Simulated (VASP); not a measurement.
# ZnS (F-43m) in VASP: a series of runs

The runs below take ZnS through single point, with PBE.

Program: VASP 6.6.1. These are calculated values, not measurements. Logs are shortened: lines on timing, memory, paths and dates and some standing lists are left out, and cuts for length are marked.

## (1) The cell of the first run

Symmetry: F-43m, No. 216, cubic system. The conventional cell has a = 5.444 Å, b = 5.444 Å, c = 5.444 Å, α = 90.00°, β = 90.00°, γ = 90.00°. Within 3.1 Å of Zn (site symmetry -43m) lie 4 S at 2.36 Å. Within 3.1 Å of S (site symmetry -43m) lie 4 Zn at 2.36 Å.

## (2) Single point, PBE

The input, INCAR:

```
PREC = Accurate
ENCUT = 500
EDIFF = 1E-6
ISMEAR = 0
SIGMA = 0.02
LREAL = False
LASPH = True
NELM = 120
ALGO = Normal
ISIF = 2
LWAVE = False
LCHARG = False
GGA = PE
NBANDS = 16
GGA_COMPAT = False
```

The input, KPOINTS:

```
regular mesh
0
Gamma
  8 8 8
```

The input, POSCAR:

```
ZnS
1.0
    0.0000000000      2.7218243422      2.7218243422
    2.7218243422      0.0000000000      2.7218243422
    2.7218243422      2.7218243422      0.0000000000
Zn S
1 1
Direct
    0.0000000000      0.0000000000      0.0000000000
    0.2500000000      0.2500000000      0.2500000000
```

Potentials or basis: VASP PAW PBE potentials, release 64 (Zn, S).

On the command line:

```sh
cat potpaw_PBE.64/Zn/POTCAR potpaw_PBE.64/S/POTCAR > POTCAR
mpirun -np 1 vasp_std > vasp.out
```

OUTCAR:

```text
PREC = Accurate
   ENCUT = 500
   EDIFF = 1E-6
   ISMEAR = 0
   LREAL = False
   LASPH = True
   NELM = 120
   ISIF = 2
   GGA = PE

 ion  position               nearest neighbor table
   1  0.000  0.000  0.000-   2 2.36   2 2.36   2 2.36   2 2.36
   2  0.250  0.250  0.250-   1 2.36   1 2.36   1 2.36   1 2.36

  LATTYP: Found a face centered cubic cell.
 ALAT       =     5.4436486844

  Lattice vectors:

 A1 = (   0.0000000000,   2.7218243422,   2.7218243422)
 A2 = (   2.7218243422,   0.0000000000,   2.7218243422)
 A3 = (   2.7218243422,   2.7218243422,   0.0000000000)

Analysis of symmetry for initial positions (statically):
=====================================================================
 Subroutine PRICEL returns:
 Original cell was already a primitive cell.

 Routine SETGRP: Setting up the symmetry group for a
 face centered cubic supercell.

 Subroutine GETGRP returns: Found 24 space group operations
 (whereof 24 operations were pure point group operations)
 out of a pool of 48 trial point group operations.

The static configuration has the point symmetry T_d .

Analysis of symmetry for dynamics (positions and initial velocities):
=====================================================================
 Subroutine PRICEL returns:
 Original cell was already a primitive cell.

 Routine SETGRP: Setting up the symmetry group for a
 face centered cubic supercell.

 Subroutine GETGRP returns: Found 24 space group operations
 (whereof 24 operations were pure point group operations)
 out of a pool of 48 trial point group operations.

The dynamic configuration has the point symmetry T_d .

 Subroutine INISYM returns: Found 24 space group operations
 (whereof 24 operations are pure point group operations),
 and found     1 'primitive' translations

----------------------------------------------------------------------------------------

                                     Primitive cell

  volume of cell :      40.3283

  direct lattice vectors                    reciprocal lattice vectors
     0.000000000  2.721824342  2.721824342    -0.183700319  0.183700319  0.183700319
     2.721824342  0.000000000  2.721824342     0.183700319 -0.183700319  0.183700319
     2.721824342  2.721824342  0.000000000     0.183700319  0.183700319 -0.183700319

  length of vectors
     3.849240899  3.849240899  3.849240899     0.318178286  0.318178286  0.318178286

  position of ions in fractional coordinates (direct lattice)
     0.000000000  0.000000000  0.000000000
     0.250000000  0.250000000  0.250000000

  ion indices of the primitive-cell ions
   primitive index   ion index
                 1           1
                 2           2

----------------------------------------------------------------------------------------

 KPOINTS: regular mesh

Automatic generation of k-mesh.
 Grid dimensions read from file:
 generate k-points for:    8    8    8

 Generating k-lattice:

  Cartesian coordinates                     Fractional coordinates (reciprocal lattice)
    -0.022962540  0.022962540  0.022962540     0.125000000  0.000000000  0.000000000
     0.022962540 -0.022962540  0.022962540     0.000000000  0.125000000  0.000000000
     0.022962540  0.022962540 -0.022962540     0.000000000  0.000000000  0.125000000

  Length of vectors
     0.039772286  0.039772286  0.039772286

  Shift w.r.t. Gamma in fractional coordinates (k-lattice)
     0.000000000  0.000000000  0.000000000

 Subroutine IBZKPT returns following result:
 ===========================================

 Found     29 irreducible k-points:

 Following reciprocal coordinates:
            Coordinates               Weight
  0.000000  0.000000  0.000000      1.000000
  0.125000  0.000000  0.000000      8.000000
  0.250000  0.000000  0.000000      8.000000
  0.375000  0.000000  0.000000      8.000000
  0.500000  0.000000  0.000000      4.000000
  0.125000  0.125000  0.000000      6.000000
[... 16 lines left out ...]
  0.500000  0.250000  0.125000     48.000000
 -0.375000  0.250000  0.125000     24.000000
 [... further k-points ...]
   k-points           NKPTS =     29   k-points in BZ     NKDIM =     29   number of bands    NBANDS=     16
   number of dos      NEDOS =    301   number of ions     NIONS =      2
   total plane-waves  NPLWV =  21952
   dimension x,y,z NGX =    28 NGY =   28 NGZ =   28
   dimension x,y,z NGXF=    56 NGYF=   56 NGZF=   56
   ions per type =               1   1
   NGX,Y,Z   is equivalent  to a cutoff of  12.09, 12.09, 12.09 a.u.
   NGXF,Y,Z  is equivalent  to a cutoff of  24.19, 24.19, 24.19 a.u.
 SYSTEM =  unknown system
   PREC   = accura    normal or accurate (medium, high low for compatibility)
   ISTART =      0    job   : 0-new  1-cont  2-samecut
   ICHARG =      2    charge: 1-file 2-atom 10-const
   ISPIN  =      1    spin polarized calculation?
   LNONCOLLINEAR =      F non collinear calculations
   LSORBIT =      F    spin-orbit coupling
   LASPH  =      T    aspherical Exc in radial PAW
   ENCUT  =  500.0 eV  36.75 Ry    6.06 a.u.   7.02  7.02  7.02*2*pi/ulx,y,z
   NELM   =    120;   NELMIN=  2; NELMDL= -5     # of ELM steps
   EDIFF  = 0.1E-05   stopping-criterion for ELM
   LREAL  =      F    real-space projection
   EDIFFG = 0.1E-04   stopping-criterion for IOM
   NSW    =      0    number of steps for IOM
   IBRION =     -1    ionic relax: 0-MD 1-quasi-New 2-CG
   NFREE  =      0    steps in history (QN), initial steepest desc. (CG)
   ISIF   =      2    stress and relaxation
   ISYM   =      2    0-nonsym 1-usesym 2-fastsym
   POTIM  = 0.5000    time-step for ionic-motion
   TEBEG  =    0.0;   TEEND  =   0.0 temperature during run
   PSTRESS=    0.0 pullay stress
   NELECT =      18.0000    total number of electrons
   NUPDOWN=      -1.0000    fix difference up-down
   EMIN   =  10.00;   EMAX   =-10.00  energy-range for DOS
   EFERMI =   0.00;   METHOD = LEGACY
   ISMEAR =     0;   SIGMA  =   0.02  broadening in eV -4-tet -1-fermi 0-gaus
   EFERMI_NEDOS =   21; number of points for ismear=-14 and -15
   IALGO  =     38    algorithm
   IMIX   =      4    mixing-type and parameters
     AMIX     =   0.40;   BMIX     =  1.00
     AMIX_MAG =   1.60;   BMIX_MAG =  1.00
  volume/ion in A,a.u.               =      20.16       136.07
  Fermi-wavevector in a.u.,A,eV,Ry     =   1.251110  2.364256 21.296884  1.565277
  Thomas-Fermi vector in A             =   2.385073
   LORBIT       =      0    0 simple, 1 ext, 2 COOP (PROOUT), +10 PAW based schemes
   GGA     = PE    functional components
   LHFCALC =     F    Hartree Fock is set to
   AEXX    =    0.0000 exact exchange contribution
   IVDW    =     0    specifies the selected vdW correction
   LEPSILON=     F    determine dielectric tensor
   LRPA    =     F    only Hartree local field effects (RPA)
 non-spin polarized calculation
 Gauss-broadening in eV      SIGMA  =   0.02
  energy-cutoff  :      500.00
  volume of cell :       40.33
 maximum number of plane-waves:      1036
   NGX = 13   NGY = 13   NGZ = 13

 number of electron      17.9999988 magnetization

 Free energy of the ion-electron system (eV)
  ---------------------------------------------------
  ext. energy  EPLUGINS =         0.00000000
  ---------------------------------------------------
  free energy    TOTEN  =        -6.85211959 eV

  energy without entropy =       -6.85211959  energy(sigma->0) =       -6.85211959

 E-fermi :   2.0291     XC(G=0):  -9.5274

 val. band max:        1.9053974571   @ k =   0.0000   0.0000   0.0000
 cond. band min:       3.9234827917   @ k =   0.0000   0.0000   0.0000
 fundamental gap:      2.0180853346
 Fermi energy:         2.0291403444

 k-point     1 :       0.0000    0.0000    0.0000
  band No.  band energies     occupation
      1     -11.0846      2.00000
      2      -4.3496      2.00000
      3      -4.3496      2.00000
      4      -4.3496      2.00000
      5      -3.8772      2.00000
      6      -3.8772      2.00000
[... 8 lines left out ...]
     15      13.6420      0.00000
     16      13.6527      0.00000

 k-point     2 :       0.1250    0.0000    0.0000
  band No.  band energies     occupation
      1     -10.9723      2.00000
      2      -4.3466      2.00000
      3      -4.3296      2.00000
      4      -4.3296      2.00000
      5      -3.8787      2.00000
      6      -3.8787      2.00000
[... 8 lines left out ...]
     15      13.0592      0.00000
     16      14.4470      0.00000

 k-point     3 :       0.2500    0.0000    0.0000
  band No.  band energies     occupation
      1     -10.6797      2.00000
      2      -4.2953      2.00000
      3      -4.2856      2.00000
      4      -4.2856      2.00000
      5      -3.8756      2.00000
      6      -3.8756      2.00000
[... 8 lines left out ...]
     15      12.8599      0.00000
     16      14.0499      0.00000

 k-point     4 :       0.3750    0.0000    0.0000
  band No.  band energies     occupation
      1     -10.3488      2.00000
      2      -4.2508      2.00000
      3      -4.2508      2.00000
      4      -4.0781      2.00000
      5      -3.8597      2.00000
      6      -3.8597      2.00000
[... 8 lines left out ...]
     15      13.9423      0.00000
     16      13.9423      0.00000
[... 324 lines left out ...]
 k-point    22 :       0.3750    0.2500    0.1250
  band No.  band energies     occupation
      1     -10.4507      2.00000
      2      -4.3188      2.00000
      3      -4.2226      2.00000
      4      -4.1953      2.00000
      5      -3.8975      2.00000
      6      -3.8412      2.00000
[... 8 lines left out ...]
     15      14.6302      0.00000
     16      16.8506      0.00000

 k-point    23 :       0.5000    0.2500    0.1250
  band No.  band energies     occupation
      1     -10.1746      2.00000
      2      -4.2392      2.00000
      3      -4.1927      2.00000
      4      -4.0494      2.00000
      5      -3.8596      2.00000
      6      -3.8048      2.00000
[... 8 lines left out ...]
     15      15.5566      0.00000
     16      16.1395      0.00000

 k-point    24 :      -0.3750    0.2500    0.1250
  band No.  band energies     occupation
      1     -10.0513      2.00000
      2      -4.2255      2.00000
      3      -4.1729      2.00000
      4      -3.9247      2.00000
      5      -3.8648      2.00000
      6      -3.6186      2.00000
[... 8 lines left out ...]
     15      15.2857      0.00000
     16      16.0645      0.00000

 [... further k-points ...]

------------------------ aborting loop because EDIFF is reached ----------------------------------------

  FORCE on cell =-STRESS in cart. coord.  units (eV):
  Direction    XX          YY          ZZ          XY          YZ          ZX
  --------------------------------------------------------------------------------------
  -------------------------------------------------------------------------------------
  Total        0.0343480      0.0343480      0.0343480      0.0000000      0.0000000      0.0000000
  in kB        1.3645870      1.3645870      1.3645870      0.0000000      0.0000000      0.0000000
  external PRESSURE =       1.3645870 kB  Pullay stress =       0.0000000 kB

 VOLUME and BASIS-vectors are now :
 -----------------------------------------------------------------------------
  energy-cutoff  :      500.00
  volume of cell :       40.33
      direct lattice vectors                 reciprocal lattice vectors
     0.000000000  2.721824342  2.721824342    -0.183700319  0.183700319  0.183700319
     2.721824342  0.000000000  2.721824342     0.183700319 -0.183700319  0.183700319
     2.721824342  2.721824342  0.000000000     0.183700319  0.183700319 -0.183700319

 POSITION                                       TOTAL-FORCE (eV/Angst)
 -----------------------------------------------------------------------------------
      0.00000      0.00000      0.00000        -0.000000      0.000000     -0.000000
      1.36091      1.36091      1.36091         0.000000     -0.000000      0.000000
 -----------------------------------------------------------------------------------
    total drift:                                0.000000      0.000000      0.000000

  FREE ENERGIE OF THE ION-ELECTRON SYSTEM (eV)
  ---------------------------------------------------
  free  energy   TOTEN  =        -6.8521195945 eV

  energy  without entropy=       -6.8521195945  energy(sigma->0) =       -6.85211959
```

Run time: 18 s. Hardware: 1 thread of AMD EPYC 7R43 (Zen 3), shared host; peak memory 0.12 GiB.

What came out:

```yaml
Free_energy: -6.8521 eV
Pressure: 0.1 GPa
Band_gap_on_the_k_mesh: 2.02 eV
```

## (3) Single point, PBE

The input, INCAR:

```
PREC = Accurate ; ENCUT = 500
EDIFF = 1E-6 ; ISMEAR = 0
SIGMA = 0.02 ; LREAL = False
LASPH = True ; NELM = 120
ALGO = Normal ; ISIF = 2
LWAVE = False ; LCHARG = True
GGA = PE ; LELF = True
LVHAR = True ; NBANDS = 16
GGA_COMPAT = False
```

The input, KPOINTS:

```
Automatic mesh
0
Gamma
  10 10 10
```

POSCAR is that of step 2.

Potentials or basis: VASP PAW PBE potentials, release 64 (Zn, S).

On the command line:

```sh
cat potpaw_PBE.64/Zn/POTCAR potpaw_PBE.64/S/POTCAR > POTCAR
mpirun -np 1 vasp_std > vasp.out
```

Run time: 32 s. Hardware: 1 thread of AMD EPYC 7R43 (Zen 3), shared host; peak memory 0.13 GiB.

The run converged. Its results:

```
Free energy            : -6.8524 eV
Pressure               : 0.1 GPa
Band gap on the k mesh : 2.02 eV
```

Levels at points of the mesh, in eV from the valence-band top:
```csv
k point,band 5,band 6,band 7,band 8,band 9,band 10,band 11,band 12,band 13,band 14
"(0.00, 0.00, 0.00)",-5.78,-5.78,0.00,0.00,0.00,2.02,6.41,6.41,6.41,11.74
"(0.50, 0.00, 0.00)",-5.75,-5.59,-5.15,-0.83,-0.83,3.27,6.94,6.94,8.79,12.07
"(0.50, 0.50, 0.00)",-5.71,-5.57,-4.47,-2.14,-2.14,3.46,4.07,10.83,11.82,11.82
```
